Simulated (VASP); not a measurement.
# Al2H (P-4m2) in VASP: single point with PBE

Aim: the single point of Al2H with PBE.

Everything below comes from runs of VASP 6.6.1. Logs are shortened: lines on timing, memory, paths and dates and some standing lists are left out, and cuts for length are marked.

## Step 1: The cell of the first run

The structure is tetragonal, space group P-4m2 (No. 115). The conventional cell has a = 2.822 Å, b = 2.822 Å, c = 4.736 Å, α = 90.00°, β = 90.00°, γ = 90.00°. Within 2.6 Å of Al (site symmetry 2mm) lie 2 H at 1.95 Å. Within 2.6 Å of H (site symmetry -4m2) lie 4 Al at 1.95 Å.

## Step 2: Single point, PBE

The input, INCAR:

```
SYSTEM = Al2H
PREC = Accurate
ENCUT = 500
EDIFF = 1E-6
ISMEAR = 0
SIGMA = 0.1
LREAL = .False.
LASPH = .True.
NELM = 120
ALGO = Normal
ISIF = 2
LWAVE = .False.
LCHARG = .False.
GGA = PE
NBANDS = 10
GGA_COMPAT = .False.
```

The input, KPOINTS:

```
Automatic mesh
0
Gamma
  6 6 4
  0 0 0
```

The input, POSCAR:

```
Al2H
1.0
    2.8219171146      0.0000000000      0.0000000000
    0.0000000000      2.8219171146      0.0000000000
    0.0000000000      0.0000000000      4.7364475303
Al H
2 1
Direct
    0.0000000000      0.5000000000      0.2827911968
    0.5000000000      0.0000000000      0.7172088032
    0.0000000000      0.0000000000      0.0000000000
```

Potentials or basis: VASP PAW PBE potentials, release 64 (Al, H).

On the command line:

```bash
cat potpaw_PBE.64/Al/POTCAR potpaw_PBE.64/H/POTCAR > POTCAR
mpirun -np 1 vasp_std > vasp.out
```

OUTCAR:

```text
SYSTEM = Al2H
   PREC = Accurate
   ENCUT = 500
   EDIFF = 1E-6
   ISMEAR = 0
   LREAL = .False.
   LASPH = .True.
   NELM = 120
   ISIF = 2
   GGA = PE

 ion  position               nearest neighbor table
   1  0.000  0.500  0.283-   3 1.95   3 1.95   2 2.87   2 2.87   2 2.87   2 2.87   2 3.34   2 3.34
                             2 3.34   2 3.34
   2  0.500  0.000  0.717-   3 1.95   3 1.95   1 2.87   1 2.87   1 2.87   1 2.87   1 3.34   1 3.34
                             1 3.34   1 3.34
   3  0.000  0.000  0.000-   1 1.95   2 1.95   1 1.95   2 1.95

  LATTYP: Found a simple tetragonal cell.
 ALAT       =     2.8219171146
 C/A-ratio  =     1.6784502655

  Lattice vectors:

 A1 = (   2.8219171146,   0.0000000000,   0.0000000000)
 A2 = (   0.0000000000,   2.8219171146,   0.0000000000)
 A3 = (   0.0000000000,   0.0000000000,   4.7364475303)

Analysis of symmetry for initial positions (statically):
=====================================================================
 Subroutine PRICEL returns:
 Original cell was already a primitive cell.

 Routine SETGRP: Setting up the symmetry group for a
 simple tetragonal supercell.

 Subroutine GETGRP returns: Found  8 space group operations
 (whereof  8 operations were pure point group operations)
 out of a pool of 16 trial point group operations.

The static configuration has the point symmetry D_2d.

Analysis of symmetry for dynamics (positions and initial velocities):
=====================================================================
 Subroutine PRICEL returns:
 Original cell was already a primitive cell.

 Routine SETGRP: Setting up the symmetry group for a
 simple tetragonal supercell.

 Subroutine GETGRP returns: Found  8 space group operations
 (whereof  8 operations were pure point group operations)
 out of a pool of 16 trial point group operations.

The dynamic configuration has the point symmetry D_2d.

 Subroutine INISYM returns: Found  8 space group operations
 (whereof  8 operations are pure point group operations),
 and found     1 'primitive' translations

----------------------------------------------------------------------------------------

                                     Primitive cell

  volume of cell :      37.7174

  direct lattice vectors                    reciprocal lattice vectors
     2.821917115  0.000000000  0.000000000     0.354369019  0.000000000  0.000000000
     0.000000000  2.821917115  0.000000000     0.000000000  0.354369019  0.000000000
     0.000000000  0.000000000  4.736447530     0.000000000  0.000000000  0.211128698

  length of vectors
     2.821917115  2.821917115  4.736447530     0.354369019  0.354369019  0.211128698

  position of ions in fractional coordinates (direct lattice)
     0.000000000  0.500000000  0.282791197
     0.500000000  0.000000000  0.717208803
     0.000000000  0.000000000  0.000000000

  ion indices of the primitive-cell ions
   primitive index   ion index
                 1           1
                 2           2
                 3           3

----------------------------------------------------------------------------------------

 KPOINTS: Automatic mesh

Automatic generation of k-mesh.
 Grid dimensions read from file:
 generate k-points for:    6    6    4

 Generating k-lattice:

  Cartesian coordinates                     Fractional coordinates (reciprocal lattice)
     0.059061503  0.000000000  0.000000000     0.166666667  0.000000000  0.000000000
     0.000000000  0.059061503  0.000000000     0.000000000  0.166666667  0.000000000
     0.000000000  0.000000000  0.052782174     0.000000000  0.000000000  0.250000000

  Length of vectors
     0.059061503  0.059061503  0.052782174

  Shift w.r.t. Gamma in fractional coordinates (k-lattice)
     0.000000000  0.000000000  0.000000000

 Subroutine IBZKPT returns following result:
 ===========================================

 Found     30 irreducible k-points:

 Following reciprocal coordinates:
            Coordinates               Weight
  0.000000  0.000000  0.000000      1.000000
  0.166667  0.000000  0.000000      4.000000
  0.333333  0.000000  0.000000      4.000000
  0.500000  0.000000  0.000000      2.000000
  0.166667  0.166667  0.000000      4.000000
  0.333333  0.166667  0.000000      8.000000
[... 16 lines left out ...]
  0.333333  0.000000  0.500000      4.000000
  0.500000  0.000000  0.500000      2.000000
 [... further k-points ...]
   k-points           NKPTS =     30   k-points in BZ     NKDIM =     30   number of bands    NBANDS=     10
   number of dos      NEDOS =    301   number of ions     NIONS =      3
   total plane-waves  NPLWV =  20736
   dimension x,y,z NGX =    24 NGY =   24 NGZ =   36
   dimension x,y,z NGXF=    48 NGYF=   48 NGZF=   72
   ions per type =               2   1
   NGX,Y,Z   is equivalent  to a cutoff of  14.14, 14.14, 12.64 a.u.
   NGXF,Y,Z  is equivalent  to a cutoff of  28.28, 28.28, 25.27 a.u.
 SYSTEM =  Al2H
   PREC   = accura    normal or accurate (medium, high low for compatibility)
   ISTART =      0    job   : 0-new  1-cont  2-samecut
   ICHARG =      2    charge: 1-file 2-atom 10-const
   ISPIN  =      1    spin polarized calculation?
   LNONCOLLINEAR =      F non collinear calculations
   LSORBIT =      F    spin-orbit coupling
   LASPH  =      T    aspherical Exc in radial PAW
   ENCUT  =  500.0 eV  36.75 Ry    6.06 a.u.   5.15  5.15  8.64*2*pi/ulx,y,z
   NELM   =    120;   NELMIN=  2; NELMDL= -5     # of ELM steps
   EDIFF  = 0.1E-05   stopping-criterion for ELM
   LREAL  =      F    real-space projection
   EDIFFG = 0.1E-04   stopping-criterion for IOM
   NSW    =      0    number of steps for IOM
   IBRION =     -1    ionic relax: 0-MD 1-quasi-New 2-CG
   NFREE  =      0    steps in history (QN), initial steepest desc. (CG)
   ISIF   =      2    stress and relaxation
   ISYM   =      2    0-nonsym 1-usesym 2-fastsym
   POTIM  = 0.5000    time-step for ionic-motion
   TEBEG  =    0.0;   TEEND  =   0.0 temperature during run
   PSTRESS=    0.0 pullay stress
   NELECT =       7.0000    total number of electrons
   NUPDOWN=      -1.0000    fix difference up-down
   EMIN   =  10.00;   EMAX   =-10.00  energy-range for DOS
   EFERMI =   0.00;   METHOD = LEGACY
   ISMEAR =     0;   SIGMA  =   0.10  broadening in eV -4-tet -1-fermi 0-gaus
   EFERMI_NEDOS =   21; number of points for ismear=-14 and -15
   IALGO  =     38    algorithm
   IMIX   =      4    mixing-type and parameters
     AMIX     =   0.40;   BMIX     =  1.00
     AMIX_MAG =   1.60;   BMIX_MAG =  1.00
  volume/ion in A,a.u.               =      12.57        84.84
  Fermi-wavevector in a.u.,A,eV,Ry     =   0.933814  1.764653 11.864400  0.872009
  Thomas-Fermi vector in A             =   2.060555
   LORBIT       =      0    0 simple, 1 ext, 2 COOP (PROOUT), +10 PAW based schemes
   GGA     = PE    functional components
   LHFCALC =     F    Hartree Fock is set to
   AEXX    =    0.0000 exact exchange contribution
   IVDW    =     0    specifies the selected vdW correction
   LEPSILON=     F    determine dielectric tensor
   LRPA    =     F    only Hartree local field effects (RPA)
 non-spin polarized calculation
 Gauss-broadening in eV      SIGMA  =   0.10
  energy-cutoff  :      500.00
  volume of cell :       37.72
 maximum number of plane-waves:       985
 NGX is ok and might be reduce to    24
   NGX = 11   NGY = 11   NGZ = 17

 number of electron       6.9999999 magnetization

 Free energy of the ion-electron system (eV)
  ---------------------------------------------------
  ext. energy  EPLUGINS =         0.00000000
  ---------------------------------------------------
  free energy    TOTEN  =       -10.21342808 eV

  energy without entropy =      -10.21055928  energy(sigma->0) =      -10.21199368

 E-fermi :   7.2171     XC(G=0): -10.0249

 val. band max:        7.1778892815   @ k =   0.3333   0.3333   0.0000
 cond. band min:       7.3672335391   @ k =   0.5000   0.5000   0.5000
 fundamental gap:      0.1893442576
 Fermi energy:         7.2171202756

 k-point     1 :       0.0000    0.0000    0.0000
  band No.  band energies     occupation
      1      -4.4896      2.00000
      2       1.1489      2.00000
      3       2.9708      2.00000
      4      11.3379      0.00000
      5      13.5245      0.00000
      6      13.5245      0.00000
      7      16.5445      0.00000
      8      17.5296      0.00000
      9      17.6765      0.00000
     10      19.0854      0.00000

 k-point     2 :       0.1667    0.0000    0.0000
  band No.  band energies     occupation
      1      -4.0036      2.00000
      2       1.5543      2.00000
      3       3.4745      2.00000
      4       8.1378      0.00000
      5      13.2307      0.00000
      6      13.9672      0.00000
      7      14.4907      0.00000
      8      14.8721      0.00000
      9      18.9575      0.00000
     10      19.5301      0.00000

 k-point     3 :       0.3333    0.0000    0.0000
  band No.  band energies     occupation
      1      -2.6045      2.00000
      2       2.3264      2.00000
      3       4.6405      2.00000
      4       4.9607      2.00000
      5       9.5693      0.00000
      6      10.6909      0.00000
      7      15.2927      0.00000
      8      15.9495      0.00000
      9      19.9583      0.00000
     10      20.1423      0.00000
[... 248 lines left out ...]
 k-point    23 :       0.3333    0.0000    0.5000
  band No.  band energies     occupation
      1      -1.6022      2.00000
      2      -0.3071      2.00000
      3       5.1877      2.00000
      4       5.5997      2.00000
      5      11.7291      0.00000
      6      12.0602      0.00000
      7      16.3828      0.00000
      8      16.6749      0.00000
      9      17.1003      0.00000
     10      17.3441      0.00000

 k-point    24 :       0.5000    0.0000    0.5000
  band No.  band energies     occupation
      1      -0.4615      2.00000
      2       2.1098      2.00000
      3       2.2658      2.00000
      4       3.2370      2.00000
      5      13.3293      0.00000
      6      13.7322      0.00000
      7      14.3319      0.00000
      8      15.5497      0.00000
      9      18.4026      0.00000
     10      18.5145      0.00000

 [... further k-points ...]

------------------------ aborting loop because EDIFF is reached ----------------------------------------

  FORCE on cell =-STRESS in cart. coord.  units (eV):
  Direction    XX          YY          ZZ          XY          YZ          ZX
  --------------------------------------------------------------------------------------
  -------------------------------------------------------------------------------------
  Total       -0.1638633     -0.1638633      0.3350629      0.0000000      0.0000000      0.0000000
  in kB       -6.9606713     -6.9606713     14.2329759      0.0000000      0.0000000      0.0000000
  external PRESSURE =       0.1038778 kB  Pullay stress =       0.0000000 kB

 VOLUME and BASIS-vectors are now :
 -----------------------------------------------------------------------------
  energy-cutoff  :      500.00
  volume of cell :       37.72
      direct lattice vectors                 reciprocal lattice vectors
     2.821917115  0.000000000  0.000000000     0.354369019  0.000000000  0.000000000
     0.000000000  2.821917115  0.000000000     0.000000000  0.354369019  0.000000000
     0.000000000  0.000000000  4.736447530     0.000000000  0.000000000  0.211128698

 POSITION                                       TOTAL-FORCE (eV/Angst)
 -----------------------------------------------------------------------------------
      0.00000      1.41096      1.33943         0.000000      0.000000      0.212429
      1.41096      0.00000      3.39702        -0.000000     -0.000000     -0.212429
      0.00000      0.00000      0.00000         0.000000      0.000000      0.000000
 -----------------------------------------------------------------------------------
    total drift:                               -0.000000     -0.000000      0.000000

  FREE ENERGIE OF THE ION-ELECTRON SYSTEM (eV)
  ---------------------------------------------------
  free  energy   TOTEN  =       -10.2134280811 eV

  energy  without entropy=      -10.2105592762  energy(sigma->0) =      -10.21199368
```

Run time: 14 s. Hardware: 1 thread of Intel Xeon 8259CL, shared host; peak memory 0.15 GiB.

Results:

```
Free energy            : -10.2134 eV
Pressure               : 0.0 GPa
Largest force          : 0.212 eV/Å
Band gap on the k mesh : zero (an odd number of electrons rules out a gap without spin polarisation)
```

Forces on the atoms (eV/Å):
```
Al   0.000  0.000  0.212
Al   0.000  0.000 -0.212
H    0.000  0.000  0.000
```

Stress tensor (GPa, compression positive):
```
-0.70  0.00  0.00
 0.00 -0.70  0.00
 0.00  0.00  1.42
```

Caveat: the k points lie up to 0.37 Å⁻¹ apart, too coarse for converged energies and pressures of a metal.

The gap in the log of VASP goes by the Fermi energy; the results here count the filled bands.